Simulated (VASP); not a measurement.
# Pb (Fm-3m) in VASP: further runs

The runs below take Pb through single point, with LDA.

All numbers are computed with VASP 6.6.1; they aren't measurements. Logs are shortened: lines on timing, memory, paths and dates and some standing lists are left out, and cuts for length are marked.

## (1) The cell of the first run

The structure is cubic, space group Fm-3m (No. 225). Conventional cell: a = 4.950 Å, b = 4.950 Å, c = 4.950 Å, α = 90.00°, β = 90.00°, γ = 90.00°. Pb (site symmetry m-3m) has 12 Pb at 3.50 Å within 4.6 Å.

## (2) Single point, LDA

File INCAR:

```
PREC = Accurate ; ENCUT = 520
EDIFF = 1E-6 ; ISMEAR = 0
SIGMA = 0.15 ; LREAL = F
LASPH = T ; NELM = 100
ALGO = Normal ; ISIF = 2
LWAVE = F ; LCHARG = T
LELF = T ; LVHAR = T
NBANDS = 13
```

File KPOINTS:

```
Automatic mesh
0
Gamma
  9 9 9
```

File POSCAR:

```
Pb
1.0
    0.0000000000      2.4750200000      2.4750200000
    2.4750200000      0.0000000000      2.4750200000
    2.4750200000      2.4750200000      0.0000000000
Pb
1
Direct
    0.0000000000      0.0000000000      0.0000000000
```

Potentials or basis: VASP PAW LDA potentials, release 64 (Pb_d).

The run is started by

```bash
$ cat potpaw_LDA.64/Pb_d/POTCAR > POTCAR
$ mpirun -np 1 vasp_std > vasp.out
```

OUTCAR:

```text
PREC = Accurate
   ENCUT = 520
   EDIFF = 1E-6
   ISMEAR = 0
   LREAL = F
   LASPH = T
   NELM = 100
   ISIF = 2

 ion  position               nearest neighbor table
   1  0.000  0.000  0.000-

  LATTYP: Found a face centered cubic cell.
 ALAT       =     4.9500400000

  Lattice vectors:

 A1 = (   0.0000000000,   2.4750200000,   2.4750200000)
 A2 = (   2.4750200000,   0.0000000000,   2.4750200000)
 A3 = (   2.4750200000,   2.4750200000,   0.0000000000)

Analysis of symmetry for initial positions (statically):
[... 5 lines left out ...]
 face centered cubic supercell.

 Subroutine GETGRP returns: Found 48 space group operations
 (whereof 48 operations were pure point group operations)
 out of a pool of 48 trial point group operations.

The static configuration has the point symmetry O_h .

Analysis of symmetry for dynamics (positions and initial velocities):
[... 5 lines left out ...]
 face centered cubic supercell.

 Subroutine GETGRP returns: Found 48 space group operations
 (whereof 48 operations were pure point group operations)
 out of a pool of 48 trial point group operations.

The dynamic configuration has the point symmetry O_h .

 Subroutine INISYM returns: Found 48 space group operations
 (whereof 48 operations are pure point group operations),
 and found     1 'primitive' translations

----------------------------------------------------------------------------------------

                                     Primitive cell

  volume of cell :      30.3226

  direct lattice vectors                    reciprocal lattice vectors
     0.000000000  2.475020000  2.475020000    -0.202018570  0.202018570  0.202018570
     2.475020000  0.000000000  2.475020000     0.202018570 -0.202018570  0.202018570
     2.475020000  2.475020000  0.000000000     0.202018570  0.202018570 -0.202018570

  length of vectors
     3.500206851  3.500206851  3.500206851     0.349906427  0.349906427  0.349906427

  position of ions in fractional coordinates (direct lattice)
     0.000000000  0.000000000  0.000000000

  ion indices of the primitive-cell ions
   primitive index   ion index
                 1           1

----------------------------------------------------------------------------------------

 KPOINTS: Automatic mesh

Automatic generation of k-mesh.
 Grid dimensions read from file:
 generate k-points for:    9    9    9

 Generating k-lattice:

  Cartesian coordinates                     Fractional coordinates (reciprocal lattice)
    -0.022446508  0.022446508  0.022446508     0.111111111  0.000000000  0.000000000
     0.022446508 -0.022446508  0.022446508     0.000000000  0.111111111  0.000000000
     0.022446508  0.022446508 -0.022446508     0.000000000  0.000000000  0.111111111

  Length of vectors
     0.038878492  0.038878492  0.038878492

  Shift w.r.t. Gamma in fractional coordinates (k-lattice)
     0.000000000  0.000000000  0.000000000

 Subroutine IBZKPT returns following result:
 ===========================================

 Found     35 irreducible k-points:

 Following reciprocal coordinates:
            Coordinates               Weight
  0.000000  0.000000  0.000000      1.000000
  0.111111  0.000000  0.000000      8.000000
  0.222222  0.000000  0.000000      8.000000
  0.333333  0.000000  0.000000      8.000000
  0.444444  0.000000  0.000000      8.000000
  0.111111  0.111111  0.000000      6.000000
[... 16 lines left out ...]
 -0.333333  0.333333  0.000000     12.000000
  0.444444  0.444444  0.000000      6.000000
 [... further k-points ...]
   k-points           NKPTS =     35   k-points in BZ     NKDIM =     35   number of bands    NBANDS=     13
   number of dos      NEDOS =    301   number of ions     NIONS =      1
   total plane-waves  NPLWV =  21952
   dimension x,y,z NGX =    28 NGY =   28 NGZ =   28
   dimension x,y,z NGXF=    56 NGYF=   56 NGZF=   56
   ions per type =               1
   NGX,Y,Z   is equivalent  to a cutoff of  13.30, 13.30, 13.30 a.u.
   NGXF,Y,Z  is equivalent  to a cutoff of  26.60, 26.60, 26.60 a.u.
 SYSTEM =  unknown system
   PREC   = accura    normal or accurate (medium, high low for compatibility)
   ISTART =      0    job   : 0-new  1-cont  2-samecut
   ICHARG =      2    charge: 1-file 2-atom 10-const
   ISPIN  =      1    spin polarized calculation?
   LNONCOLLINEAR =      F non collinear calculations
   LSORBIT =      F    spin-orbit coupling
   LASPH  =      T    aspherical Exc in radial PAW
   ENCUT  =  520.0 eV  38.22 Ry    6.18 a.u.   6.51  6.51  6.51*2*pi/ulx,y,z
   NELM   =    100;   NELMIN=  2; NELMDL= -5     # of ELM steps
   EDIFF  = 0.1E-05   stopping-criterion for ELM
   LREAL  =      F    real-space projection
   EDIFFG = 0.1E-04   stopping-criterion for IOM
   NSW    =      0    number of steps for IOM
   IBRION =     -1    ionic relax: 0-MD 1-quasi-New 2-CG
   NFREE  =      0    steps in history (QN), initial steepest desc. (CG)
   ISIF   =      2    stress and relaxation
   ISYM   =      2    0-nonsym 1-usesym 2-fastsym
   POTIM  = 0.5000    time-step for ionic-motion
   TEBEG  =    0.0;   TEEND  =   0.0 temperature during run
   PSTRESS=    0.0 pullay stress
   NELECT =      14.0000    total number of electrons
   NUPDOWN=      -1.0000    fix difference up-down
   EMIN   =  10.00;   EMAX   =-10.00  energy-range for DOS
   EFERMI =   0.00;   METHOD = LEGACY
   ISMEAR =     0;   SIGMA  =   0.15  broadening in eV -4-tet -1-fermi 0-gaus
   EFERMI_NEDOS =   21; number of points for ismear=-14 and -15
   IALGO  =     38    algorithm
   IMIX   =      4    mixing-type and parameters
     AMIX     =   0.40;   BMIX     =  1.00
     AMIX_MAG =   1.60;   BMIX_MAG =  1.00
  volume/ion in A,a.u.               =      30.32       204.63
  Fermi-wavevector in a.u.,A,eV,Ry     =   1.265306  2.391081 21.782907  1.600999
  Thomas-Fermi vector in A             =   2.398566
   LORBIT       =      0    0 simple, 1 ext, 2 COOP (PROOUT), +10 PAW based schemes
   GGA     = CA    functional components
   LHFCALC =     F    Hartree Fock is set to
   AEXX    =    0.0000 exact exchange contribution
   IVDW    =     0    specifies the selected vdW correction
   LEPSILON=     F    determine dielectric tensor
   LRPA    =     F    only Hartree local field effects (RPA)
 non-spin polarized calculation
 Gauss-broadening in eV      SIGMA  =   0.15
  energy-cutoff  :      520.00
  volume of cell :       30.32
 maximum number of plane-waves:       869
 NGX is ok and might be reduce to    28
   NGX = 13   NGY = 13   NGZ = 13

 number of electron      13.9999999 magnetization

 Free energy of the ion-electron system (eV)
  ---------------------------------------------------
  ext. energy  EPLUGINS =         0.00000000
  ---------------------------------------------------
  free energy    TOTEN  =        -4.26521447 eV

  energy without entropy =       -4.26119615  energy(sigma->0) =       -4.26320531

 E-fermi :   6.8570     XC(G=0): -10.4557

 val. band max:        6.6345461022   @ k =  -0.3333   0.3333   0.1111
 cond. band min:       6.8663690837   @ k =  -0.2222   0.3333   0.1111
 fundamental gap:      0.2318229815
 Fermi energy:         6.8569807209

 k-point     1 :       0.0000    0.0000    0.0000
  band No.  band energies     occupation
      1     -10.0043      2.00000
      2     -10.0043      2.00000
      3     -10.0043      2.00000
      4      -9.8614      2.00000
      5      -9.8614      2.00000
      6      -4.7593      2.00000
      7      14.3536      0.00000
      8      14.3536      0.00000
      9      14.3536      0.00000
     10      16.8349      0.00000
     11      18.4741      0.00000
     12      19.5193      0.00000
     13      19.5193      0.00000

 k-point     2 :       0.1111    0.0000    0.0000
  band No.  band energies     occupation
      1     -10.0048      2.00000
      2      -9.9876      2.00000
      3      -9.9876      2.00000
      4      -9.8614      2.00000
      5      -9.8614      2.00000
      6      -4.5218      2.00000
      7      12.0272      0.00000
      8      14.0753      0.00000
      9      14.0753      0.00000
     10      16.4428      0.00000
     11      19.4092      0.00000
     12      20.0134      0.00000
     13      20.0134      0.00000

 k-point     3 :       0.2222    0.0000    0.0000
  band No.  band energies     occupation
      1     -10.0100      2.00000
      2      -9.9676      2.00000
      3      -9.9676      2.00000
      4      -9.8386      2.00000
      5      -9.8386      2.00000
      6      -3.8111      2.00000
      7       8.5779      0.00000
      8      13.4795      0.00000
      9      13.4795      0.00000
     10      16.1072      0.00000
     11      18.9186      0.00000
     12      19.6418      0.00000
     13      19.6418      0.00000

 k-point     4 :       0.3333    0.0000    0.0000
  band No.  band energies     occupation
      1     -10.0216      2.00000
      2      -9.9771      2.00000
      3      -9.9771      2.00000
      4      -9.7791      2.00000
      5      -9.7791      2.00000
      6      -2.6717      2.00000
      7       5.4702      2.00000
      8      12.9065      0.00000
      9      12.9065      0.00000
     10      16.0165      0.00000
     11      17.6329      0.00000
     12      18.7573      0.00000
     13      18.7573      0.00000

 k-point     5 :       0.4444    0.0000    0.0000
  band No.  band energies     occupation
      1     -10.0320      2.00000
      2      -9.9905      2.00000
      3      -9.9905      2.00000
      4      -9.7321      2.00000
      5      -9.7321      2.00000
      6      -1.4126      2.00000
      7       3.2032      2.00000
      8      12.5671      0.00000
      9      12.5671      0.00000
     10      16.1937      0.00000
     11      16.7626      0.00000
     12      18.3075      0.00000
     13      18.3075      0.00000
[... 257 lines left out ...]
 k-point    22 :      -0.4444    0.3333    0.0000
  band No.  band energies     occupation
      1     -10.0964      2.00000
      2      -9.9927      2.00000
      3      -9.8008      2.00000
      4      -9.7806      2.00000
      5      -9.7195      2.00000
      6      -0.0424      2.00000
      7       4.5671      2.00000
      8       6.5609      1.99476
      9       9.8454      0.00000
     10      13.5056      0.00000
     11      17.6753      0.00000
     12      23.1127      0.00000
     13      23.2783      0.00000

 k-point    23 :      -0.3333    0.3333    0.0000
  band No.  band energies     occupation
      1     -10.0594      2.00000
      2      -9.8993      2.00000
      3      -9.8524      2.00000
      4      -9.8288      2.00000
      5      -9.7645      2.00000
      6      -0.1890      2.00000
      7       5.1981      2.00000
      8       5.4594      2.00000
      9      10.6237      0.00000
     10      13.9946      0.00000
     11      20.7773      0.00000
     12      22.3976      0.00000
     13      22.4100      0.00000

 k-point    24 :       0.4444    0.4444    0.0000
  band No.  band energies     occupation
      1     -10.1643      2.00000
      2     -10.0708      2.00000
      3      -9.7398      2.00000
      4      -9.7013      2.00000
      5      -9.7013      2.00000
      6      -0.1763      2.00000
      7       4.2865      2.00000
      8       9.1192      0.00000
      9       9.1192      0.00000
     10      12.5700      0.00000
     11      13.7760      0.00000
     12      25.2217      0.00000
     13      26.9466      0.00000

 [... further k-points ...]
[... 5 lines left out ...]
  --------------------------------------------------------------------------------------
  -------------------------------------------------------------------------------------
  Total       -0.3954389     -0.3954389     -0.3954389      0.0000000      0.0000000     -0.0000000
  in kB      -20.8941057    -20.8941057    -20.8941057      0.0000000      0.0000000     -0.0000000
  external PRESSURE =     -20.8941057 kB  Pullay stress =       0.0000000 kB

 VOLUME and BASIS-vectors are now :
 -----------------------------------------------------------------------------
  energy-cutoff  :      520.00
  volume of cell :       30.32
      direct lattice vectors                 reciprocal lattice vectors
     0.000000000  2.475020000  2.475020000    -0.202018570  0.202018570  0.202018570
     2.475020000  0.000000000  2.475020000     0.202018570 -0.202018570  0.202018570
     2.475020000  2.475020000  0.000000000     0.202018570  0.202018570 -0.202018570

 POSITION                                       TOTAL-FORCE (eV/Angst)
 -----------------------------------------------------------------------------------
      0.00000      0.00000      0.00000         0.000000     -0.000000      0.000000
 -----------------------------------------------------------------------------------
    total drift:                               -0.000000     -0.000000     -0.000000

  FREE ENERGIE OF THE ION-ELECTRON SYSTEM (eV)
  ---------------------------------------------------
  free  energy   TOTEN  =        -4.2652144718 eV

  energy  without entropy=       -4.2611961453  energy(sigma->0) =       -4.26320531
```

It took 13 s on 1 thread of Intel Xeon 8259CL, shared host; peak memory 0.14 GiB.

What came out:

```yaml
Free_energy: -4.2652 eV
Pressure: -2.1 GPa
Band_gap_on_the_k_mesh: zero (band 7 reaches 14.35 eV, above the bottom of band 8 at 5.46 eV)
```

Caveat: spin-orbit coupling is left out, which moves the levels of the heavy elements.

## (3) Single point, LDA (volume scaled by 1.02)

File INCAR:

```
SYSTEM = Pb
ALGO     = Normal         ! electronic algorithm
EDIFF    = 1E-7           ! SCF threshold, eV
ENCUT    = 520            ! plane-wave cutoff, eV
ISIF     = 2              ! what is computed and relaxed
ISMEAR   = 0              ! smearing method
LASPH    = .TRUE.         ! aspherical terms in the spheres
LCHARG   = .FALSE.        ! write CHGCAR
LREAL    = .FALSE.        ! projectors in reciprocal space
LWAVE    = .FALSE.        ! write WAVECAR
NBANDS   = 13             ! bands
NELM     = 60             ! most SCF steps
PREC     = Accurate       ! precision mode
SIGMA    = 0.15           ! smearing width, eV
```

File KPOINTS:

```
k-points
0
G
  9 9 9
  0 0 0
```

File POSCAR:

```
Pb
1.0
    0.0000000000      2.4914113386      2.4914113386
    2.4914113386      0.0000000000      2.4914113386
    2.4914113386      2.4914113386      0.0000000000
Pb
1
Direct
    0.0000000000      0.0000000000      0.0000000000
```

Potentials or basis: VASP PAW LDA potentials, release 64 (Pb_d).

The run is started by

```bash
$ cat potpaw_LDA.64/Pb_d/POTCAR > POTCAR
$ mpirun -np 1 vasp_std > vasp.out
```

Wall time 13 s (1 thread of Intel Xeon 8259CL, shared host); peak memory 0.14 GiB.

It converged, with:

```
Free energy            : -4.2560 eV
Pressure               : -2.9 GPa
Band gap on the k mesh : zero (band 7 reaches 13.98 eV, above the bottom of band 8 at 5.28 eV)
```

Levels at points of the mesh, in eV from the Fermi level:
| k point | band 5 | band 6 | band 7 | band 8 | band 9 | band 10 |
| --- | --- | --- | --- | --- | --- | --- |
| (0.00, 0.00, 0.00) | -16.72 | -11.49 | 7.34 | 7.34 | 7.34 | 9.96 |

Caveat: spin-orbit coupling is left out, which moves the levels of the heavy elements.
